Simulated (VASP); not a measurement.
# SnO2 (Fm-3m) in VASP: settings compared, part 2 of 2

VASP 6.6.1.

### Step 3. Single point, PBE

This run uses another cell than the first one, of 11.34 Å³/atom, 1.036 times its volume.

Contents of INCAR:

```
SYSTEM = SnO2
PREC = Accurate
ENCUT = 520
EDIFF = 1E-6
ISMEAR = -1
SIGMA = 0.02
LREAL = .False.
LASPH = .True.
NELM = 60
ALGO = Normal
ISIF = 2
LWAVE = .False.
LCHARG = .False.
GGA = PE
NBANDS = 20
```

Contents of KPOINTS:

```
Automatic mesh
0
Gamma
  8 8 8
  0 0 0
```

Contents of POSCAR:

```
SnO2
1.0
    0.0000000000      2.5720474467      2.5720474467
    2.5720474467      0.0000000000      2.5720474467
    2.5720474467      2.5720474467      0.0000000000
Sn O
1 2
Direct
    0.0000000000      0.0000000000      0.0000000000
    0.2500000000      0.2500000000      0.2500000000
    0.7500000000      0.7500000000      0.7500000000
```

Potentials or basis: VASP PAW PBE potentials, release 64 (Sn_d, O).

Run with:

```bash
$ cat potpaw_PBE.64/Sn_d/POTCAR potpaw_PBE.64/O/POTCAR > POTCAR
$ mpirun -np 1 vasp_std > vasp.out
```

OUTCAR:

```text
SYSTEM = SnO2
   PREC = Accurate
   ENCUT = 520
   EDIFF = 1E-6
   ISMEAR = -1
   LREAL = .False.
   LASPH = .True.
   NELM = 60
   ISIF = 2
   GGA = PE

 ion  position               nearest neighbor table
   1  0.000  0.000  0.000-   3 2.23   3 2.23   3 2.23   2 2.23   3 2.23   2 2.23   2 2.23   2 2.23

   2  0.250  0.250  0.250-   1 2.23   1 2.23   1 2.23   1 2.23
   3  0.750  0.750  0.750-   1 2.23   1 2.23   1 2.23   1 2.23

  LATTYP: Found a face centered cubic cell.
 ALAT       =     5.1440948934

  Lattice vectors:

 A1 = (   0.0000000000,   2.5720474467,   2.5720474467)
[... 192 lines left out ...]
      6     -11.9372      2.00000
[... 541 lines left out ...]
     19      23.0172      0.00000
     20      26.6003      0.00000

 [... further k-points ...]
[... 5 lines left out ...]
  --------------------------------------------------------------------------------------
  -------------------------------------------------------------------------------------
  Total        0.1237120      0.1237120      0.1237120      0.0000000      0.0000000     -0.0000000
  in kB        5.8244576      5.8244576      5.8244576      0.0000000      0.0000000     -0.0000000
  external PRESSURE =       5.8244576 kB  Pullay stress =       0.0000000 kB

 VOLUME and BASIS-vectors are now :
 -----------------------------------------------------------------------------
  energy-cutoff  :      520.00
  volume of cell :       34.03
      direct lattice vectors                 reciprocal lattice vectors
     0.000000000  2.572047447  2.572047447    -0.194397658  0.194397658  0.194397658
     2.572047447  0.000000000  2.572047447     0.194397658 -0.194397658  0.194397658
     2.572047447  2.572047447  0.000000000     0.194397658  0.194397658 -0.194397658

 POSITION                                       TOTAL-FORCE (eV/Angst)
 -----------------------------------------------------------------------------------
      0.00000      0.00000      0.00000         0.000000     -0.000000     -0.000000
      1.28602      1.28602      1.28602        -0.000000     -0.000000     -0.000000
      3.85807      3.85807      3.85807         0.000000      0.000000      0.000000
 -----------------------------------------------------------------------------------
    total drift:                               -0.000000     -0.000000      0.000000

  FREE ENERGIE OF THE ION-ELECTRON SYSTEM (eV)
  ---------------------------------------------------
  free  energy   TOTEN  =       -17.9170270044 eV

  energy  without entropy=      -17.9167477854  energy(sigma->0) =      -17.91688739
```

OSZICAR:

```text
N       E                     dE             d eps       ncg     rms          rms(c)
DAV:   1     0.250757947073E+03    0.25076E+03   -0.13306E+04  1224   0.199E+03
DAV:   2     0.573286461886E+01   -0.24503E+03   -0.23324E+03  1284   0.506E+02
DAV:   3    -0.202921599968E+02   -0.26025E+02   -0.25621E+02  1340   0.135E+02
DAV:   4    -0.210303975059E+02   -0.73824E+00   -0.73757E+00  1284   0.240E+01
DAV:   5    -0.210477652653E+02   -0.17368E-01   -0.17367E-01  1496   0.374E+00    0.107E+01
DAV:   6    -0.179121187014E+02    0.31356E+01   -0.11279E+01  1764   0.571E+01    0.382E+00
DAV:   7    -0.179315658105E+02   -0.19447E-01   -0.66758E-01  1236   0.596E+00    0.193E+00
DAV:   8    -0.179187616457E+02    0.12804E-01   -0.77000E-02  1300   0.258E+00    0.375E-01
DAV:   9    -0.179164441568E+02    0.23175E-02   -0.12502E-02  1776   0.151E+00    0.841E-02
DAV:  10    -0.179170193044E+02   -0.57515E-03   -0.14848E-03  1264   0.432E-01    0.227E-02
DAV:  11    -0.179170260189E+02   -0.67145E-05   -0.61117E-05  1564   0.130E-01    0.164E-02
DAV:  12    -0.179170271784E+02   -0.11595E-05   -0.90786E-06  1268   0.262E-02    0.686E-03
DAV:  13    -0.179170270044E+02    0.17398E-06   -0.23980E-06  1120   0.104E-02
   1 F= -.17917027E+02 E0= -.17916887E+02  d E =-.279219E-03
```

stdout:

```text
POSCAR found type information on POSCAR SnO
 POSCAR found :  2 types and       3 ions
 scaLAPACK will be used
 LDA part: xc-table for (Slater+PW92), standard interpolation
 POSCAR, INCAR and KPOINTS ok, starting setup
 FFT: planning ... GRIDC
 FFT: planning ... GRID_SOFT
 FFT: planning ... GRID
 WAVECAR not read
 entering main loop
```

Run time: 9.8 s. Hardware: 1 thread of Intel Xeon 6975P-C (Granite Rapids), shared host; peak memory 0.16 GiB.

Results:

| Quantity | Value |
| --- | --- |
| Free energy | -17.9170 eV |
| Pressure | 0.6 GPa |
| Band gap on the k mesh | zero (band 13 reaches 7.38 eV, above the bottom of band 14 at 7.22 eV) |

Levels at points of the mesh, in eV from the Fermi level:
```
           k point  band 9  band 10  band 11  band 12  band 13  band 14  band 15  band 16  band 17  band 18
(0.00, 0.00, 0.00)   -2.83    -2.83    -1.35    -1.35    -1.35    -0.20     6.95     6.95     6.95    13.19
(0.50, 0.00, 0.00)   -3.76    -3.27    -3.27    -2.06    -2.06     4.47     7.81    10.02    10.02    15.10
(0.50, 0.50, 0.00)   -5.30    -5.30    -0.22    -0.22    -0.13     3.03     6.84     9.73    11.75    11.75
```

Caveat: spin-orbit coupling is left out, which moves the levels of the heavy elements.

### Step 4. Single point, r2SCAN

This run uses another cell than the first one, of 10.84 Å³/atom, 0.990 times its volume.

Contents of POSCAR:

```
SnO2
1.0
    0.0000000000      2.5334667554      2.5334667554
    2.5334667554      0.0000000000      2.5334667554
    2.5334667554      2.5334667554      0.0000000000
Sn O
1 2
Direct
    0.0000000000      0.0000000000      0.0000000000
    0.2500000000      0.2500000000      0.2500000000
    0.7500000000      0.7500000000      0.7500000000
```

Contents of INCAR.step1:

```
SYSTEM = SnO2
  PREC = Accurate
  ENCUT = 520
  ISMEAR = -1
  SIGMA = 0.02
  LREAL = .False.
  LASPH = .True.
  NELM = 100
  NBANDS = 20
  GGA = PE
  ALGO = Normal
  EDIFF = 1E-4
  LWAVE = .True.
  LCHARG = .False.
```

Contents of INCAR.step2:

```
SYSTEM = SnO2
  PREC = Accurate
  ENCUT = 520
  EDIFF = 1E-6
  ISMEAR = -1
  SIGMA = 0.02
  LREAL = .False.
  LASPH = .True.
  NELM = 100
  ALGO = Normal
  ISIF = 2
  LWAVE = .False.
  LCHARG = .False.
  METAGGA = R2SCAN
  LMIXTAU = .True.
  NBANDS = 20
  ISTART = 1
```

Contents of KPOINTS:

```
regular mesh
0
Gamma
  8 8 8
  0 0 0
```

Run with:

```bash
$ cat potpaw_PBE.64/Sn_d/POTCAR potpaw_PBE.64/O/POTCAR > POTCAR
$ cp INCAR.step1 INCAR
$ mpirun -np 1 vasp_std > vasp.out
$ cp INCAR.step2 INCAR
$ mpirun -np 1 vasp_std > vasp.out
```

Wall time 38 s (1 thread of Intel Xeon 6975P-C (Granite Rapids), shared host); peak memory 0.16 GiB.

The run converged. Its results:

```yaml
Free_energy: -41.4814 eV
Pressure: 1.4 GPa
Band_gap_on_the_k_mesh: 0.86 eV, indirect (least direct gap 2.29 eV)
```

Levels at points of the mesh, in eV from the valence-band top:
| k point | band 11 | band 12 | band 13 | band 14 | band 15 | band 16 |
| --- | --- | --- | --- | --- | --- | --- |
| (0.00, 0.00, 0.00) | -1.44 | -1.44 | -1.44 | 0.86 | 7.89 | 7.89 |
| (0.50, 0.00, 0.00) | -3.48 | -2.21 | -2.21 | 5.54 | 8.62 | 11.40 |
| (0.50, 0.50, 0.00) | -0.21 | -0.21 | -0.13 | 3.85 | 8.09 | 10.48 |

Caveat: the PAW data sets were made with another functional, which shifts forces and pressure a little; spin-orbit coupling is left out, which moves the levels of the heavy elements. r2SCAN opens gaps a little over a GGA but as a rule still falls short of measured ones.

### Step 5. Single point, r2SCAN

This run uses another cell than the first one, of 10.84 Å³/atom, 0.990 times its volume.

POSCAR is that of step 4.

Contents of INCAR.step1:

```
SYSTEM = SnO2
PREC = Accurate ; ENCUT = 520
ISMEAR = 0 ; SIGMA = 0.01
LREAL = .False. ; LASPH = .True.
NELM = 100 ; NBANDS = 20
GGA = PE ; ALGO = Normal
EDIFF = 1E-4 ; LWAVE = .True.
LCHARG = .False.
```

Contents of INCAR.step2:

```
SYSTEM = SnO2
PREC = Accurate ; ENCUT = 520
EDIFF = 1E-6 ; ISMEAR = 0
SIGMA = 0.01 ; LREAL = .False.
LASPH = .True. ; NELM = 100
ALGO = Normal ; ISIF = 2
LWAVE = .False. ; LCHARG = .False.
METAGGA = R2SCAN ; LMIXTAU = .True.
NBANDS = 20 ; ISTART = 1
```

KPOINTS is that of step 4.

Potentials or basis: VASP PAW PBE potentials, release 64 (Sn_d, O).

Run with:

```bash
$ cat potpaw_PBE.64/Sn_d/POTCAR potpaw_PBE.64/O/POTCAR > POTCAR
$ cp INCAR.step1 INCAR
$ mpirun -np 1 vasp_std > vasp.out
$ cp INCAR.step2 INCAR
$ mpirun -np 1 vasp_std > vasp.out
```

OUTCAR:

```text
SYSTEM = SnO2
   PREC = Accurate
   ENCUT = 520
   EDIFF = 1E-6
   ISMEAR = 0
   LREAL = .False.
   LASPH = .True.
   NELM = 100
   ISIF = 2
   METAGGA = R2SCAN
   ISTART = 1

 ion  position               nearest neighbor table
   1  0.000  0.000  0.000-   3 2.19   3 2.19   3 2.19   2 2.19   3 2.19   2 2.19   2 2.19   2 2.19

   2  0.250  0.250  0.250-   1 2.19   1 2.19   1 2.19   1 2.19
   3  0.750  0.750  0.750-   1 2.19   1 2.19   1 2.19   1 2.19

  LATTYP: Found a face centered cubic cell.
 ALAT       =     5.0669335108

  Lattice vectors:

 A1 = (   0.0000000000,   2.5334667554,   2.5334667554)
 A2 = (   2.5334667554,   0.0000000000,   2.5334667554)
 A3 = (   2.5334667554,   2.5334667554,   0.0000000000)

Analysis of symmetry for initial positions (statically):
=====================================================================
 Subroutine PRICEL returns:
 Original cell was already a primitive cell.

 Routine SETGRP: Setting up the symmetry group for a
 face centered cubic supercell.

[... 159 lines left out ...]

 Free energy of the ion-electron system (eV)
  ---------------------------------------------------
  ext. energy  EPLUGINS =         0.00000000
  ---------------------------------------------------
  free energy    TOTEN  =       -41.48143756 eV

  energy without entropy =      -41.48143756  energy(sigma->0) =      -41.48143756

 E-fermi :   7.7671     XC(G=0): -12.7667

 val. band max:        7.7079111777   @ k =  -0.2500   0.5000   0.2500
 cond. band min:       8.5654578353   @ k =   0.0000   0.0000   0.0000
 fundamental gap:      0.8575466576
 Fermi energy:         7.7670589092

 k-point     1 :       0.0000    0.0000    0.0000
  band No.  band energies     occupation
      1     -13.4437      2.00000
      2     -13.4437      2.00000
      3     -13.4437      2.00000
      4     -13.2558      2.00000
      5     -13.2558      2.00000
      6     -12.9843      2.00000
[... 541 lines left out ...]
     19      24.4740      0.00000
     20      28.2279      0.00000

 [... further k-points ...]
[... 5 lines left out ...]
  --------------------------------------------------------------------------------------
  -------------------------------------------------------------------------------------
  Total        0.2797293      0.2797293      0.2797293      0.0000000     -0.0000000      0.0000000
  in kB       13.7807522     13.7807522     13.7807522      0.0000000     -0.0000000      0.0000000
  external PRESSURE =      13.7807522 kB  Pullay stress =       0.0000000 kB

 VOLUME and BASIS-vectors are now :
 -----------------------------------------------------------------------------
  energy-cutoff  :      520.00
  volume of cell :       32.52
      direct lattice vectors                 reciprocal lattice vectors
     0.000000000  2.533466755  2.533466755    -0.197358027  0.197358027  0.197358027
     2.533466755  0.000000000  2.533466755     0.197358027 -0.197358027  0.197358027
     2.533466755  2.533466755  0.000000000     0.197358027  0.197358027 -0.197358027

 POSITION                                       TOTAL-FORCE (eV/Angst)
 -----------------------------------------------------------------------------------
      0.00000      0.00000      0.00000         0.000000     -0.000000      0.000000
      1.26673      1.26673      1.26673         0.000000      0.000000     -0.000000
      3.80020      3.80020      3.80020        -0.000000     -0.000000      0.000000
 -----------------------------------------------------------------------------------
    total drift:                               -0.000000     -0.000000      0.000000

  FREE ENERGIE OF THE ION-ELECTRON SYSTEM (eV)
  ---------------------------------------------------
  free  energy   TOTEN  =       -41.4814375645 eV

  energy  without entropy=      -41.4814375645  energy(sigma->0) =      -41.48143756
```

It took 36 s on 1 thread of Intel Xeon 6975P-C (Granite Rapids), shared host; peak memory 0.17 GiB.

What came out:

```yaml
Free_energy: -41.4814 eV
Pressure: 1.4 GPa
Band_gap_on_the_k_mesh: 0.86 eV, indirect (least direct gap 2.29 eV)
```

Caveat: the PAW data sets were made with another functional, which shifts forces and pressure a little; spin-orbit coupling is left out, which moves the levels of the heavy elements. r2SCAN opens gaps a little over a GGA but as a rule still falls short of measured ones.

### Step 6. The runs side by side

```csv
level,cell,smearing,gap on the mesh (eV),pressure (GPa)
PBEsol,"a = 3.595 Å, angles 60.0°, 3 atoms",fermi-dirac 0.02 eV,0.10,0.6
PBE,"a = 3.637 Å, angles 60.0°, 3 atoms",fermi-dirac 0.02 eV,none,0.6
r2SCAN,"a = 3.583 Å, angles 60.0°, 3 atoms",fermi-dirac 0.02 eV,0.86,1.4
r2SCAN,"a = 3.583 Å, angles 60.0°, 3 atoms",gaussian 0.01 eV,0.86,1.4
```

Alike in all rows: task single point; potentials or basis VASP PAW PBE potentials, release 64 (Sn_d, O); no spin polarisation; k mesh 8 × 8 × 8; cutoff (eV) 520.

Caveats: spin-orbit coupling is left out, which moves the levels of the heavy elements; the PAW data sets were made with another functional, which shifts forces and pressure a little (some runs).

Absolute energies hang on the potentials; compare differences alone.
